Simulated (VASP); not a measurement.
**InAs: single point with HSE06**

InAs:

```
In As
1.0
     0.00000    2.96967    2.96967
     2.96967    0.00000    2.96967
     2.96967    2.96967    0.00000
In As
1 1
Cartesian
  0.0000 0.0000 0.0000
  1.4848 1.4848 1.4848
```

This cell differs from its parent crystal: strain -2.8%.

* Program: VASP 6.6.1
* Task: single point
* Functional: HSE06
* Potentials or basis: VASP PAW PBE potentials, release 64 (In_d, As)
* Cutoff: 520 eV
* k mesh: 6 × 6 × 6
* Occupations: fermi-dirac, width 0.02 eV
* Spin: no spin polarisation

```
Pressure               : 5.7 GPa
Band gap on the k mesh : 0.86 eV
```

Levels at points of the mesh, in eV from the valence-band top:
| k point | band 5 | band 6 | band 7 | band 8 | band 9 | band 10 | band 11 | band 12 | band 13 | band 14 |
| --- | --- | --- | --- | --- | --- | --- | --- | --- | --- | --- |
| (0.00, 0.00, 0.00) | -16.07 | -13.42 | 0.00 | 0.00 | 0.00 | 0.86 | 4.70 | 4.70 | 4.70 | 8.69 |
| (0.50, 0.00, 0.00) | -16.06 | -11.63 | -6.56 | -1.16 | -1.16 | 1.80 | 5.49 | 5.49 | 7.77 | 10.43 |
| (0.50, 0.50, 0.00) | -16.05 | -10.96 | -6.57 | -2.73 | -2.73 | 2.03 | 2.73 | 10.71 | 10.90 | 10.90 |

It took 48 min on 1 thread of Intel(R) Xeon(R) Platinum 8259CL CPU @ 2.50GHz (Skylake/Cascade Lake), with other jobs on the host, peak memory 0.31 GiB.

Caveat: the cell differs from its parent crystal (strain -2.8%); the cell stands under pressure; the PAW data sets were made with another functional, which shifts forces and pressure a little; spin-orbit coupling is left out, which moves the levels of the heavy elements.
